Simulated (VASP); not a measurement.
# Zn (P6_3/mmc) in VASP: single point with PBEsol

Aim: the single point of Zn with PBEsol.

All numbers are computed with VASP 6.6.1; they aren't measurements. Logs are shortened: lines on timing, memory, paths and dates and some standing lists are left out, and cuts for length are marked.

## Step 1: The cell of the first run

The structure is hexagonal, space group P6_3/mmc (No. 194). The conventional cell has a = 2.589 Å, b = 2.589 Å, c = 4.914 Å, α = 90.00°, β = 90.00°, γ = 120.00°. Zn (site symmetry -6m2) has 12 Zn at 2.59 to 2.88 Å within 3.4 Å.

## Step 2: Single point, PBEsol

INCAR

```
SYSTEM = Zn
ALGO = Normal
EDIFF = 1E-6
ENCUT = 500
GGA = PS
GGA_COMPAT = .False.
ISIF = 2
ISMEAR = 0
LASPH = .True.
LCHARG = .False.
LREAL = .False.
LWAVE = .False.
NBANDS = 19
NELM = 120
PREC = Accurate
SIGMA = 0.1
```

KPOINTS

```
k-points
0
Gamma
  6 6 4
  0 0 0
```

POSCAR

```
Zn
1.0
    2.5894641455      0.0000000000      0.0000000000
   -1.2947320727      2.2425417322      0.0000000000
    0.0000000000      0.0000000000      4.9140459337
Zn
2
Direct
    0.3333333333      0.6666666667      0.2500000000
    0.6666666667      0.3333333333      0.7500000000
```

Potentials or basis: VASP PAW PBE potentials, release 64 (Zn).

On the command line:

```bash
$ cat potpaw_PBE.64/Zn/POTCAR > POTCAR
$ mpirun -np 1 vasp_std > vasp.out
```

OUTCAR:

```text
SYSTEM = Zn
   EDIFF = 1E-6
   ENCUT = 500
   GGA = PS
   ISIF = 2
   ISMEAR = 0
   LASPH = .True.
   LREAL = .False.
   NELM = 120
   PREC = Accurate

 ion  position               nearest neighbor table
   1  0.333  0.667  0.250-   2 2.88   2 2.88   2 2.88   2 2.88   2 2.88   2 2.88
   2  0.667  0.333  0.750-   1 2.88   1 2.88   1 2.88   1 2.88   1 2.88   1 2.88

  LATTYP: Found a hexagonal cell.
 ALAT       =     2.5894641455
 C/A-ratio  =     1.8977076559

  Lattice vectors:

 A1 = (   2.5894641455,   0.0000000000,   0.0000000000)
 A2 = (  -1.2947320727,   2.2425417322,   0.0000000000)
 A3 = (   0.0000000000,   0.0000000000,   4.9140459337)

Analysis of symmetry for initial positions (statically):
=====================================================================
 Subroutine PRICEL returns:
 Original cell was already a primitive cell.

 Routine SETGRP: Setting up the symmetry group for a
 hexagonal supercell.

 Subroutine GETGRP returns: Found 24 space group operations
 (whereof 12 operations were pure point group operations)
 out of a pool of 24 trial point group operations.

The static configuration has the point symmetry D_3d.
 The point group associated with its full space group is D_6h.

Analysis of symmetry for dynamics (positions and initial velocities):
=====================================================================
 Subroutine PRICEL returns:
 Original cell was already a primitive cell.

 Routine SETGRP: Setting up the symmetry group for a
 hexagonal supercell.

 Subroutine GETGRP returns: Found 24 space group operations
 (whereof 12 operations were pure point group operations)
 out of a pool of 24 trial point group operations.

The dynamic configuration has the point symmetry D_3d.
 The point group associated with its full space group is D_6h.

 Subroutine INISYM returns: Found 24 space group operations
 (whereof 12 operations are pure point group operations),
 and found     1 'primitive' translations

----------------------------------------------------------------------------------------

                                     Primitive cell

  volume of cell :      28.5358

  direct lattice vectors                    reciprocal lattice vectors
     2.589464146  0.000000000  0.000000000     0.386180284  0.222961291  0.000000000
    -1.294732073  2.242541732  0.000000000     0.000000000  0.445922582  0.000000000
     0.000000000  0.000000000  4.914045934     0.000000000  0.000000000  0.203498301

  length of vectors
     2.589464146  2.589464145  4.914045934     0.445922582  0.445922582  0.203498301

  position of ions in fractional coordinates (direct lattice)
     0.333333333  0.666666667  0.250000000
     0.666666667  0.333333333  0.750000000

  ion indices of the primitive-cell ions
   primitive index   ion index
                 1           1
                 2           2

----------------------------------------------------------------------------------------

 KPOINTS: k-points

Automatic generation of k-mesh.
 Grid dimensions read from file:
 generate k-points for:    6    6    4

 Generating k-lattice:

  Cartesian coordinates                     Fractional coordinates (reciprocal lattice)
     0.064363381  0.037160215  0.000000000     0.166666667  0.000000000  0.000000000
     0.000000000  0.074320430  0.000000000     0.000000000  0.166666667  0.000000000
     0.000000000  0.000000000  0.050874575     0.000000000  0.000000000  0.250000000

  Length of vectors
     0.074320430  0.074320430  0.050874575

  Shift w.r.t. Gamma in fractional coordinates (k-lattice)
     0.000000000  0.000000000  0.000000000

 Subroutine IBZKPT returns following result:
 ===========================================

 Found     21 irreducible k-points:

 Following reciprocal coordinates:
            Coordinates               Weight
  0.000000  0.000000  0.000000      1.000000
  0.166667 -0.000000  0.000000      6.000000
  0.333333 -0.000000  0.000000      6.000000
  0.500000 -0.000000  0.000000      3.000000
  0.166667  0.166667  0.000000      6.000000
  0.333333  0.166667  0.000000     12.000000
[... 13 lines left out ...]
  0.333333  0.166667  0.500000     12.000000
  0.333333  0.333333  0.500000      2.000000
   k-points           NKPTS =     21   k-points in BZ     NKDIM =     21   number of bands    NBANDS=     19
   number of dos      NEDOS =    301   number of ions     NIONS =      2
   total plane-waves  NPLWV =  14400
   dimension x,y,z NGX =    20 NGY =   20 NGZ =   36
   dimension x,y,z NGXF=    40 NGYF=   40 NGZF=   72
   ions per type =               2
   NGX,Y,Z   is equivalent  to a cutoff of  12.84, 12.84, 12.18 a.u.
   NGXF,Y,Z  is equivalent  to a cutoff of  25.68, 25.68, 24.36 a.u.
 SYSTEM =  Zn
   PREC   = accura    normal or accurate (medium, high low for compatibility)
   ISTART =      0    job   : 0-new  1-cont  2-samecut
   ICHARG =      2    charge: 1-file 2-atom 10-const
   ISPIN  =      1    spin polarized calculation?
   LNONCOLLINEAR =      F non collinear calculations
   LSORBIT =      F    spin-orbit coupling
   LASPH  =      T    aspherical Exc in radial PAW
   ENCUT  =  500.0 eV  36.75 Ry    6.06 a.u.   4.72  4.72  8.96*2*pi/ulx,y,z
   NELM   =    120;   NELMIN=  2; NELMDL= -5     # of ELM steps
   EDIFF  = 0.1E-05   stopping-criterion for ELM
   LREAL  =      F    real-space projection
   EDIFFG = 0.1E-04   stopping-criterion for IOM
   NSW    =      0    number of steps for IOM
   IBRION =     -1    ionic relax: 0-MD 1-quasi-New 2-CG
   NFREE  =      0    steps in history (QN), initial steepest desc. (CG)
   ISIF   =      2    stress and relaxation
   ISYM   =      2    0-nonsym 1-usesym 2-fastsym
   POTIM  = 0.5000    time-step for ionic-motion
   TEBEG  =    0.0;   TEEND  =   0.0 temperature during run
   PSTRESS=    0.0 pullay stress
   NELECT =      24.0000    total number of electrons
   NUPDOWN=      -1.0000    fix difference up-down
   EMIN   =  10.00;   EMAX   =-10.00  energy-range for DOS
   EFERMI =   0.00;   METHOD = LEGACY
   ISMEAR =     0;   SIGMA  =   0.10  broadening in eV -4-tet -1-fermi 0-gaus
   EFERMI_NEDOS =   21; number of points for ismear=-14 and -15
   IALGO  =     38    algorithm
   IMIX   =      4    mixing-type and parameters
     AMIX     =   0.40;   BMIX     =  1.00
     AMIX_MAG =   1.60;   BMIX_MAG =  1.00
  volume/ion in A,a.u.               =      14.27        96.28
  Fermi-wavevector in a.u.,A,eV,Ry     =   1.545309  2.920211 32.490443  2.387980
  Thomas-Fermi vector in A             =   2.650706
   LORBIT       =      0    0 simple, 1 ext, 2 COOP (PROOUT), +10 PAW based schemes
   GGA     = PS    functional components
   LHFCALC =     F    Hartree Fock is set to
   AEXX    =    0.0000 exact exchange contribution
   IVDW    =     0    specifies the selected vdW correction
   LEPSILON=     F    determine dielectric tensor
   LRPA    =     F    only Hartree local field effects (RPA)
 non-spin polarized calculation
 Gauss-broadening in eV      SIGMA  =   0.10
  energy-cutoff  :      500.00
  volume of cell :       28.54
 maximum number of plane-waves:       738
 NGX is ok and might be reduce to    20
   NGX =  9   NGY =  9   NGZ = 17

 number of electron      23.9999997 magnetization

 Free energy of the ion-electron system (eV)
  ---------------------------------------------------
  ext. energy  EPLUGINS =         0.00000000
  ---------------------------------------------------
  free energy    TOTEN  =        -3.10920672 eV

  energy without entropy =       -3.10485136  energy(sigma->0) =       -3.10702904

 E-fermi :   3.7288     XC(G=0): -12.0367

 val. band max:        3.6559653031   @ k =   0.3333  -0.0000   0.0000
 cond. band min:       3.7527702478   @ k =   0.5000  -0.0000   0.5000
 fundamental gap:      0.0968049447
 Fermi energy:         3.7287720081

 k-point     1 :       0.0000    0.0000    0.0000
  band No.  band energies     occupation
      1      -7.5448      2.00000
      2      -5.5520      2.00000
      3      -4.7142      2.00000
      4      -4.4490      2.00000
      5      -4.4490      2.00000
      6      -4.3976      2.00000
[... 11 lines left out ...]
     18      23.4617      0.00000
     19      23.7383      0.00000

 k-point     2 :       0.1667   -0.0000    0.0000
  band No.  band energies     occupation
      1      -6.6924      2.00000
      2      -5.1993      2.00000
      3      -4.6512      2.00000
      4      -4.5251      2.00000
      5      -4.4176      2.00000
      6      -4.2776      2.00000
[... 11 lines left out ...]
     18      20.5635      0.00000
     19      21.3451      0.00000

 k-point     3 :       0.3333   -0.0000    0.0000
  band No.  band energies     occupation
      1      -5.2890      2.00000
      2      -5.1311      2.00000
      3      -4.8132      2.00000
      4      -4.4238      2.00000
      5      -4.3360      2.00000
      6      -4.1895      2.00000
[... 11 lines left out ...]
     18      19.1349      0.00000
     19      20.8287      0.00000

 k-point     4 :       0.5000   -0.0000    0.0000
  band No.  band energies     occupation
      1      -5.3063      2.00000
      2      -5.2245      2.00000
      3      -4.9941      2.00000
      4      -4.4670      2.00000
      5      -4.2447      2.00000
      6      -4.2280      2.00000
[... 11 lines left out ...]
     18      18.6329      0.00000
     19      19.6678      0.00000

 k-point     5 :       0.1667    0.1667    0.0000
  band No.  band energies     occupation
      1      -5.2852      2.00000
      2      -4.8292      2.00000
      3      -4.7657      2.00000
      4      -4.6563      2.00000
      5      -4.5550      2.00000
      6      -4.3510      2.00000
[... 11 lines left out ...]
     18      17.1893      0.00000
     19      18.4370      0.00000

 k-point     6 :       0.3333    0.1667    0.0000
  band No.  band energies     occupation
      1      -5.0285      2.00000
      2      -4.9276      2.00000
      3      -4.8881      2.00000
      4      -4.4433      2.00000
      5      -4.2949      2.00000
      6      -4.2820      2.00000
[... 11 lines left out ...]
     18      15.2153      0.00000
     19      16.4795      0.00000

 k-point     7 :       0.3333    0.3333    0.0000
  band No.  band energies     occupation
      1      -4.8113      2.00000
      2      -4.6301      2.00000
      3      -4.6300      2.00000
      4      -4.5674      2.00000
      5      -4.4448      2.00000
      6      -4.4448      2.00000
[... 11 lines left out ...]
     18       9.8605      0.00000
     19      12.3666      0.00000

 k-point     8 :       0.0000    0.0000    0.2500
  band No.  band energies     occupation
      1      -7.1721      2.00000
      2      -5.6428      2.00000
      3      -4.6943      2.00000
      4      -4.4498      2.00000
      5      -4.4498      2.00000
      6      -4.4121      2.00000
[... 190 lines left out ...]
 k-point    17 :       0.3333   -0.0000    0.5000
  band No.  band energies     occupation
      1      -5.1769      2.00000
      2      -5.1769      2.00000
      3      -4.8131      2.00000
      4      -4.8131      2.00000
      5      -3.9962      2.00000
      6      -3.9962      2.00000
[... 11 lines left out ...]
     18      17.1658      0.00000
     19      20.0739      0.00000

 k-point    18 :       0.5000   -0.0000    0.5000
  band No.  band energies     occupation
      1      -5.2873      2.00000
      2      -5.2873      2.00000
      3      -4.9078      2.00000
      4      -4.9078      2.00000
      5      -4.0123      2.00000
      6      -4.0123      2.00000
[... 11 lines left out ...]
     18      16.1060      0.00000
     19      17.2396      0.00000

 k-point    19 :       0.1667    0.1667    0.5000
  band No.  band energies     occupation
      1      -4.8921      2.00000
      2      -4.8921      2.00000
      3      -4.6846      2.00000
      4      -4.6846      2.00000
      5      -4.6108      2.00000
      6      -4.6108      2.00000
[... 11 lines left out ...]
     18      13.1490      0.00000
     19      24.9212      0.00000

 k-point    20 :       0.3333    0.1667    0.5000
  band No.  band energies     occupation
      1      -5.0047      2.00000
      2      -5.0047      2.00000
      3      -4.7895      2.00000
      4      -4.7895      2.00000
      5      -4.2006      2.00000
      6      -4.2006      2.00000
[... 11 lines left out ...]
     18      13.3587      0.00000
     19      19.2621      0.00000

 k-point    21 :       0.3333    0.3333    0.5000
  band No.  band energies     occupation
      1      -4.7078      2.00000
      2      -4.7078      2.00000
      3      -4.6191      2.00000
      4      -4.6191      2.00000
      5      -4.4402      2.00000
      6      -4.4402      2.00000
[... 11 lines left out ...]
     18      15.7164      0.00000
     19      18.2437      0.00000

------------------------ aborting loop because EDIFF is reached ----------------------------------------

  FORCE on cell =-STRESS in cart. coord.  units (eV):
  Direction    XX          YY          ZZ          XY          YZ          ZX
  --------------------------------------------------------------------------------------
  -------------------------------------------------------------------------------------
  Total        0.0435303      0.0435303      0.4710569      0.0000000     -0.0000000     -0.0000000
  in kB        2.4440615      2.4440615     26.4480883      0.0000000     -0.0000000     -0.0000000
  external PRESSURE =      10.4454038 kB  Pullay stress =       0.0000000 kB

 VOLUME and BASIS-vectors are now :
 -----------------------------------------------------------------------------
  energy-cutoff  :      500.00
  volume of cell :       28.54
      direct lattice vectors                 reciprocal lattice vectors
     2.589464146  0.000000000  0.000000000     0.386180284  0.222961291  0.000000000
    -1.294732073  2.242541732  0.000000000     0.000000000  0.445922582  0.000000000
     0.000000000  0.000000000  4.914045934     0.000000000  0.000000000  0.203498301

 POSITION                                       TOTAL-FORCE (eV/Angst)
 -----------------------------------------------------------------------------------
     -0.00000      1.49503      1.22851        -0.000000     -0.000000      0.000000
      1.29473      0.74751      3.68553         0.000000      0.000000      0.000000
 -----------------------------------------------------------------------------------
    total drift:                               -0.000000      0.000000     -0.000000

  FREE ENERGIE OF THE ION-ELECTRON SYSTEM (eV)
  ---------------------------------------------------
  free  energy   TOTEN  =        -3.1092067168 eV

  energy  without entropy=       -3.1048513639  energy(sigma->0) =       -3.10702904
```

Run time: 12 s. Hardware: 1 thread of Intel Xeon Platinum 8375C at 2.90GHz (Ice Lake), shared host; peak memory 0.13 GiB.

What came out:

```
Free energy            : -3.1092 eV
Pressure               : 1.0 GPa
Band gap on the k mesh : zero (band 12 reaches 4.43 eV, above the bottom of band 13 at 0.16 eV)
```

Caveat: the k points lie up to 0.47 Å⁻¹ apart; the PAW data sets were made with another functional, which shifts forces and pressure a little.
